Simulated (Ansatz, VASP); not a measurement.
# CoC in VASP and in Ansatz

```xyz
2
Lattice="1.4088 0.8134 2.3309 -1.4088 0.8134 2.3309 0.0000 -1.6267 2.3309" Properties=species:S:1:pos:R:3 pbc="T T T"
Co    0.0000    0.0000    0.0000
C     0.0000    0.0000    3.4964
```

Alike in both runs: functional PBE; k mesh 12 × 12 × 12; occupations gaussian, width 0.1 eV; no spin polarisation.

Ansatz relaxed the structure, and its values are those at the end. VASP's run is a single point on that final structure, the one shown.

|  | VASP | Ansatz |
| --- | --- | --- |
| version | VASP 6.6.1 | Ansatz 0.2.0 |
| potentials or method | VASP PAW PBE potentials, release 64 (Co, C), cutoff 520 eV | scalar-relativistic, plane waves, PAW |
| valence electrons in the cell | 13 | 21 |

```csv
,VASP,Ansatz,Ansatz less VASP
gap on the k mesh at the Fermi level (eV),none,none,-
pressure (GPa),0.0,0.0,+0.07
```

A gap of «none» marks a metal or a gap that the smearing closes. With one functional, cell and mesh, what is left measures potentials, basis and numerics. VASP's potentials hold 13 valence electrons a cell and Ansatz's 21, so a difference there can come from the potentials and not from the codes.
